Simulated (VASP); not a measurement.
# Pt (Fm-3m) in VASP: further runs

The runs below take Pt through relaxation of cell and atoms, single point, with LDA.

Program: VASP 6.6.1. These are calculated values, not measurements. Logs are shortened: lines on timing, memory, paths and dates and some standing lists are left out, and cuts for length are marked.

## (1) The cell of the first run

It takes space group Fm-3m (No. 225, cubic). Conventional cell: a = 3.891 Å, b = 3.891 Å, c = 3.891 Å, α = 90.00°, β = 90.00°, γ = 90.00°. Pt (site symmetry m-3m) has 12 Pt at 2.75 Å within 3.6 Å.

## (2) Relaxation of cell and atoms, LDA

Input file INCAR:

```
ALGO     = Normal         # electronic algorithm
EDIFF    = 1E-6           # SCF threshold, eV
EDIFFG   = -0.005         # ionic threshold
ENCUT    = 600            # plane-wave cutoff, eV
GGA      = CA             # functional
IBRION   = 2              # ionic algorithm
ISIF     = 3              # what is computed and relaxed
ISMEAR   = 0              # smearing method
LASPH    = True           # aspherical terms in the spheres
LCHARG   = False          # write CHGCAR
LREAL    = False          # projectors in reciprocal space
LWAVE    = False          # write WAVECAR
NELM     = 100            # most SCF steps
NSW      = 100            # ionic steps
PREC     = Accurate       # precision mode
SIGMA    = 0.1            # smearing width, eV
```

Input file KPOINTS:

```
k-points
0
Gamma
  18 18 18
```

Input file POSCAR:

```
Pt
1.0
    0.0000000000      1.9457172374      1.9457172374
    1.9457172374      0.0000000000      1.9457172374
    1.9457172374      1.9457172374      0.0000000000
Pt
1
Direct
    0.0000000000      0.0000000000      0.0000000000
```

Potentials or basis: VASP PAW LDA potentials, release 64 (Pt).

The run is started by

```console
$ cat potpaw_LDA.64/Pt/POTCAR > POTCAR
$ mpirun -np 1 vasp_std > vasp.out
```

OUTCAR:

```text
EDIFF = 1E-6
   EDIFFG = -0.005
   ENCUT = 600
   GGA = CA
   IBRION = 2
   ISIF = 3
   ISMEAR = 0
   LASPH = True
   LREAL = False
   NELM = 100
   NSW = 100
   PREC = Accurate

 ion  position               nearest neighbor table
   1  0.000  0.000  0.000-

  LATTYP: Found a face centered cubic cell.
 ALAT       =     3.8914344748

  Lattice vectors:

 A1 = (   0.0000000000,   1.9457172374,   1.9457172374)
 A2 = (   1.9457172374,   0.0000000000,   1.9457172374)
 A3 = (   1.9457172374,   1.9457172374,   0.0000000000)

Analysis of symmetry for initial positions (statically):
=====================================================================
 Subroutine PRICEL returns:
 Original cell was already a primitive cell.

 Routine SETGRP: Setting up the symmetry group for a
 face centered cubic supercell.

 Subroutine GETGRP returns: Found 48 space group operations
 (whereof 48 operations were pure point group operations)
 out of a pool of 48 trial point group operations.

The static configuration has the point symmetry O_h .

Analysis of symmetry for dynamics (positions and initial velocities):
=====================================================================
 Subroutine PRICEL returns:
 Original cell was already a primitive cell.

 Routine SETGRP: Setting up the symmetry group for a
 face centered cubic supercell.

 Subroutine GETGRP returns: Found 48 space group operations
 (whereof 48 operations were pure point group operations)
 out of a pool of 48 trial point group operations.

The dynamic configuration has the point symmetry O_h .

 Subroutine INISYM returns: Found 48 space group operations
 (whereof 48 operations are pure point group operations),
 and found     1 'primitive' translations

----------------------------------------------------------------------------------------

                                     Primitive cell

  volume of cell :      14.7323

  direct lattice vectors                    reciprocal lattice vectors
     0.000000000  1.945717237  1.945717237    -0.256974647  0.256974647  0.256974647
     1.945717237  0.000000000  1.945717237     0.256974647 -0.256974647  0.256974647
     1.945717237  1.945717237  0.000000000     0.256974647  0.256974647 -0.256974647

  length of vectors
     2.751659706  2.751659706  2.751659706     0.445093145  0.445093145  0.445093145

  position of ions in fractional coordinates (direct lattice)
     0.000000000  0.000000000  0.000000000

  ion indices of the primitive-cell ions
   primitive index   ion index
                 1           1

----------------------------------------------------------------------------------------

 KPOINTS: k-points

Automatic generation of k-mesh.
 Grid dimensions read from file:
 generate k-points for:   18   18   18

 Generating k-lattice:

  Cartesian coordinates                     Fractional coordinates (reciprocal lattice)
    -0.014276369  0.014276369  0.014276369     0.055555556  0.000000000  0.000000000
     0.014276369 -0.014276369  0.014276369     0.000000000  0.055555556  0.000000000
     0.014276369  0.014276369 -0.014276369     0.000000000  0.000000000  0.055555556

  Length of vectors
     0.024727397  0.024727397  0.024727397

  Shift w.r.t. Gamma in fractional coordinates (k-lattice)
     0.000000000  0.000000000  0.000000000

 Subroutine IBZKPT returns following result:
 ===========================================

 Found    195 irreducible k-points:

 Following reciprocal coordinates:
            Coordinates               Weight
  0.000000  0.000000  0.000000      1.000000
  0.055556  0.000000  0.000000      8.000000
  0.111111  0.000000  0.000000      8.000000
  0.166667  0.000000  0.000000      8.000000
  0.222222  0.000000  0.000000      8.000000
  0.277778  0.000000  0.000000      8.000000
[... 16 lines left out ...]
 -0.277778  0.055556  0.000000     24.000000
 -0.222222  0.055556  0.000000     24.000000
 [... further k-points ...]
   k-points           NKPTS =    195   k-points in BZ     NKDIM =    195   number of bands    NBANDS=      9
   number of dos      NEDOS =    301   number of ions     NIONS =      1
   total plane-waves  NPLWV =  13824
   dimension x,y,z NGX =    24 NGY =   24 NGZ =   24
   dimension x,y,z NGXF=    48 NGYF=   48 NGZF=   48
   ions per type =               1
   NGX,Y,Z   is equivalent  to a cutoff of  14.50, 14.50, 14.50 a.u.
   NGXF,Y,Z  is equivalent  to a cutoff of  29.00, 29.00, 29.00 a.u.
 SYSTEM =  unknown system
   PREC   = accura    normal or accurate (medium, high low for compatibility)
   ISTART =      0    job   : 0-new  1-cont  2-samecut
   ICHARG =      2    charge: 1-file 2-atom 10-const
   ISPIN  =      1    spin polarized calculation?
   LNONCOLLINEAR =      F non collinear calculations
   LSORBIT =      F    spin-orbit coupling
   LASPH  =      T    aspherical Exc in radial PAW
   ENCUT  =  600.0 eV  44.10 Ry    6.64 a.u.   5.50  5.50  5.50*2*pi/ulx,y,z
   NELM   =    100;   NELMIN=  2; NELMDL= -5     # of ELM steps
   EDIFF  = 0.1E-05   stopping-criterion for ELM
   LREAL  =      F    real-space projection
   EDIFFG = -.5E-02   stopping-criterion for IOM
   NSW    =    100    number of steps for IOM
   IBRION =      2    ionic relax: 0-MD 1-quasi-New 2-CG
   NFREE  =      1    steps in history (QN), initial steepest desc. (CG)
   ISIF   =      3    stress and relaxation
   ISYM   =      2    0-nonsym 1-usesym 2-fastsym
   POTIM  = 0.5000    time-step for ionic-motion
   TEBEG  =    0.0;   TEEND  =   0.0 temperature during run
   PSTRESS=    0.0 pullay stress
   NELECT =      10.0000    total number of electrons
   NUPDOWN=      -1.0000    fix difference up-down
   EMIN   =  10.00;   EMAX   =-10.00  energy-range for DOS
[... 5 lines left out ...]
     AMIX     =   0.40;   BMIX     =  1.00
     AMIX_MAG =   1.60;   BMIX_MAG =  1.00
  volume/ion in A,a.u.               =      14.73        99.42
  Fermi-wavevector in a.u.,A,eV,Ry     =   1.438749  2.718842 28.164051  2.069999
  Thomas-Fermi vector in A             =   2.557681
   LORBIT       =      0    0 simple, 1 ext, 2 COOP (PROOUT), +10 PAW based schemes
   GGA     = CA    functional components
   LHFCALC =     F    Hartree Fock is set to
   AEXX    =    0.0000 exact exchange contribution
   IVDW    =     0    specifies the selected vdW correction
   LEPSILON=     F    determine dielectric tensor
   LRPA    =     F    only Hartree local field effects (RPA)
 conjugate gradient relaxation of ions
 non-spin polarized calculation
 Gauss-broadening in eV      SIGMA  =   0.10
  energy-cutoff  :      600.00
  volume of cell :       14.73
 maximum number of plane-waves:       531
 NGX is ok and might be reduce to    24
   NGX = 11   NGY = 11   NGZ = 11

--------------------------------------- Ionic step        1  -------------------------------------------

 number of electron      10.0000000 magnetization

 number of electron       9.9999999 magnetization

 Free energy of the ion-electron system (eV)
  ---------------------------------------------------
  ext. energy  EPLUGINS =         0.00000000
  ---------------------------------------------------
  free energy    TOTEN  =        -7.50689254 eV

  energy without entropy =       -7.49661464  energy(sigma->0) =       -7.50175359

------------------------ aborting loop because EDIFF is reached ----------------------------------------

  FORCE on cell =-STRESS in cart. coord.  units (eV):
  Direction    XX          YY          ZZ          XY          YZ          ZX
  --------------------------------------------------------------------------------------
  -------------------------------------------------------------------------------------
  Total        0.1300850      0.1300850      0.1300850      0.0000000      0.0000000      0.0000000
  in kB       14.1471374     14.1471374     14.1471374      0.0000000      0.0000000      0.0000000
  external PRESSURE =      14.1471374 kB  Pullay stress =       0.0000000 kB
[... 55 lines left out ...]
  energy  without entropy=       -7.4937615169  energy(sigma->0) =       -7.49906186

--------------------------------------- Ionic step        3  -------------------------------------------

 number of electron       9.9999999 magnetization

 Free energy of the ion-electron system (eV)
  ---------------------------------------------------
  ext. energy  EPLUGINS =         0.00000000
  ---------------------------------------------------
  free energy    TOTEN  =        -7.50718640 eV

  energy without entropy =       -7.49682968  energy(sigma->0) =       -7.50200804

 E-fermi :  11.5126     XC(G=0): -13.7971

 val. band max:       11.5077810585   @ k =  -0.3333   0.3889   0.1111
 cond. band min:      11.5255936262   @ k =   0.3889   0.2222   0.0000
 fundamental gap:      0.0178125677
 Fermi energy:        11.5125817899

 k-point     1 :       0.0000    0.0000    0.0000
  band No.  band energies     occupation
      1       1.0512      2.00000
      2       7.5713      2.00000
      3       7.5713      2.00000
      4       7.5713      2.00000
      5       9.8320      2.00000
      6       9.8320      2.00000
      7      26.0763      0.00000
      8      31.1044      0.00000
      9      31.1044      0.00000
[... 265 lines left out ...]
 k-point    24 :      -0.2222    0.0556    0.0000
  band No.  band energies     occupation
      1       3.1272      2.00000
      2       7.0677      2.00000
      3       7.9822      2.00000
      4       8.0510      2.00000
      5       9.6187      2.00000
      6      10.3274      2.00000
      7      25.2860      0.00000
      8      28.0978      0.00000
      9      32.7277      0.00000

 [... further k-points ...]

------------------------ aborting loop because EDIFF is reached ----------------------------------------

  FORCE on cell =-STRESS in cart. coord.  units (eV):
  Direction    XX          YY          ZZ          XY          YZ          ZX
  --------------------------------------------------------------------------------------
  -------------------------------------------------------------------------------------
  Total       -0.0001613     -0.0001613     -0.0001613      0.0000000     -0.0000000     -0.0000000
  in kB       -0.0174624     -0.0174624     -0.0174624      0.0000000     -0.0000000     -0.0000000
  external PRESSURE =      -0.0174624 kB  Pullay stress =       0.0000000 kB
[... 16 lines left out ...]
  FREE ENERGIE OF THE ION-ELECTRON SYSTEM (eV)
  ---------------------------------------------------
  free  energy   TOTEN  =        -7.5071863992 eV

  energy  without entropy=       -7.4968296751  energy(sigma->0) =       -7.50200804

 reached required accuracy - stopping structural energy minimisation
```

Run time: 28 s. Hardware: 1 thread of Intel Xeon Platinum 8488C (Sapphire Rapids), shared host; peak memory 0.16 GiB.

Results:

```
Free energy                            : -7.5072 eV
Relaxed volume                         : 14.80 Å³/atom
Relaxed cell                           : a = 2.756 Å, b = 2.756 Å, c = 2.756 Å, α = 60.00°, β = 60.00°, γ = 60.00°
Space group after relaxing (to 0.05 Å) : Fm-3m (No. 225)
Energy gained by relaxing              : 0.3 meV/atom
Ionic steps                            : 3
Pressure after relaxing                : 0.0 GPa
Band gap on the k mesh                 : zero (band 5 reaches 12.02 eV, above the bottom of band 6 at 9.72 eV)
```

The path:
| step | energy change (eV) | largest force (eV/Å) | pressure (GPa) | volume (Å³) |
| --- | --- | --- | --- | --- |
| 1 | 0.0000 | 0.0000 | 1.41 | 14.73 |
| 2 | 0.0025 | 0.0000 | -4.20 | 15.01 |
| 3 | -0.0003 | 0.0000 | 0.00 | 14.80 |

Final structure:
```yaml
crystal:
  lattice:
    - [0.00000, 1.94868, 1.94868]
    - [1.94868, 0.00000, 1.94868]
    - [1.94868, 1.94868, 0.00000]
  atoms:
    - { symbol: Pt, position: [0.00000, 0.00000, 0.00000] }
```

Caveat: spin-orbit coupling is left out, which moves the levels of the heavy elements.

## (3) Single point, LDA

Input file INCAR:

```
PREC = Accurate
ENCUT = 500
EDIFF = 1E-6
ISMEAR = 0
SIGMA = 0.1
LREAL = F
LASPH = T
NELM = 120
ALGO = Normal
ISIF = 2
LWAVE = F
LCHARG = F
GGA = CA
NBANDS = 11
GGA_COMPAT = F
```

Input file KPOINTS:

```
Automatic mesh
0
Gamma
  8 8 8
```

Input file POSCAR:

```
Pt
1.0
    0.0000000000      1.9457172375      1.9457172375
    1.9457172375      0.0000000000      1.9457172375
    1.9457172375      1.9457172375      0.0000000000
Pt
1
Direct
    0.0000000000      0.0000000000      0.0000000000
```

Potentials or basis: VASP PAW LDA potentials, release 64 (Pt).

The run is started by

```console
$ cat potpaw_LDA.64/Pt/POTCAR > POTCAR
$ mpirun -np 1 vasp_std > vasp.out
```

OUTCAR:

```text
PREC = Accurate
   ENCUT = 500
   EDIFF = 1E-6
   ISMEAR = 0
   LREAL = F
   LASPH = T
   NELM = 120
   ISIF = 2
   GGA = CA

 ion  position               nearest neighbor table
   1  0.000  0.000  0.000-

  LATTYP: Found a face centered cubic cell.
 ALAT       =     3.8914344750

  Lattice vectors:

 A1 = (   0.0000000000,   1.9457172375,   1.9457172375)
 A2 = (   1.9457172375,   0.0000000000,   1.9457172375)
 A3 = (   1.9457172375,   1.9457172375,   0.0000000000)

Analysis of symmetry for initial positions (statically):
=====================================================================
 Subroutine PRICEL returns:
 Original cell was already a primitive cell.

 Routine SETGRP: Setting up the symmetry group for a
 face centered cubic supercell.

 Subroutine GETGRP returns: Found 48 space group operations
 (whereof 48 operations were pure point group operations)
 out of a pool of 48 trial point group operations.

The static configuration has the point symmetry O_h .

Analysis of symmetry for dynamics (positions and initial velocities):
[... 164 lines left out ...]
 k-point     1 :       0.0000    0.0000    0.0000
  band No.  band energies     occupation
      1       1.0924      2.00000
      2       7.6095      2.00000
      3       7.6095      2.00000
      4       7.6095      2.00000
      5       9.8813      2.00000
      6       9.8813      2.00000
      7      26.1591      0.00000
      8      31.2115      0.00000
      9      31.2115      0.00000
     10      31.2115      0.00000
     11      36.7596      0.00000
[... 309 lines left out ...]
 k-point    24 :      -0.3750    0.2500    0.1250
  band No.  band energies     occupation
      1       5.2945      2.00000
      2       6.5555      2.00000
      3       7.9789      2.00000
      4       8.7675      2.00000
      5      11.3681      1.98383
      6      16.0841      0.00000
      7      17.2275      0.00000
      8      26.5229      0.00000
      9      26.8221      0.00000
     10      30.8436      0.00000
     11      38.0337      0.00000

 [... further k-points ...]

------------------------ aborting loop because EDIFF is reached ----------------------------------------

  FORCE on cell =-STRESS in cart. coord.  units (eV):
  Direction    XX          YY          ZZ          XY          YZ          ZX
  --------------------------------------------------------------------------------------
  -------------------------------------------------------------------------------------
  Total        0.0647126      0.0647126      0.0647126      0.0000000      0.0000000      0.0000000
  in kB        7.0376971      7.0376971      7.0376971      0.0000000      0.0000000      0.0000000
  external PRESSURE =       7.0376971 kB  Pullay stress =       0.0000000 kB

 VOLUME and BASIS-vectors are now :
 -----------------------------------------------------------------------------
  energy-cutoff  :      500.00
  volume of cell :       14.73
      direct lattice vectors                 reciprocal lattice vectors
     0.000000000  1.945717238  1.945717238    -0.256974647  0.256974647  0.256974647
     1.945717238  0.000000000  1.945717238     0.256974647 -0.256974647  0.256974647
     1.945717238  1.945717238  0.000000000     0.256974647  0.256974647 -0.256974647

 POSITION                                       TOTAL-FORCE (eV/Angst)
 -----------------------------------------------------------------------------------
      0.00000      0.00000      0.00000         0.000000      0.000000      0.000000
 -----------------------------------------------------------------------------------
    total drift:                                0.000000      0.000000     -0.000000

  FREE ENERGIE OF THE ION-ELECTRON SYSTEM (eV)
  ---------------------------------------------------
  free  energy   TOTEN  =        -7.4978229936 eV

  energy  without entropy=       -7.4892038070  energy(sigma->0) =       -7.49351340
```

stdout:

```text
POSCAR found type information on POSCAR Pt
 POSCAR found :  1 types and       1 ions
 scaLAPACK will be used
 LDA part: xc-table for (Slater(with rela. corr.)+CA(PZ))
 , standard interpolation
 POSCAR, INCAR and KPOINTS ok, starting setup
 FFT: planning ... GRIDC
 FFT: planning ... GRID_SOFT
 FFT: planning ... GRID
 WAVECAR not read
 entering main loop
```

Wall time 4.3 s (1 thread of Intel Xeon Platinum 8259CL at 2.50GHz (Skylake/Cascade Lake), shared host); peak memory 0.12 GiB.

Results:

- Free energy: -7.4978 eV
- Pressure: 0.7 GPa
- Band gap on the k mesh: zero (band 5 reaches 12.09 eV, above the bottom of band 6 at 9.77 eV)

Caveat: spin-orbit coupling is left out, which moves the levels of the heavy elements.
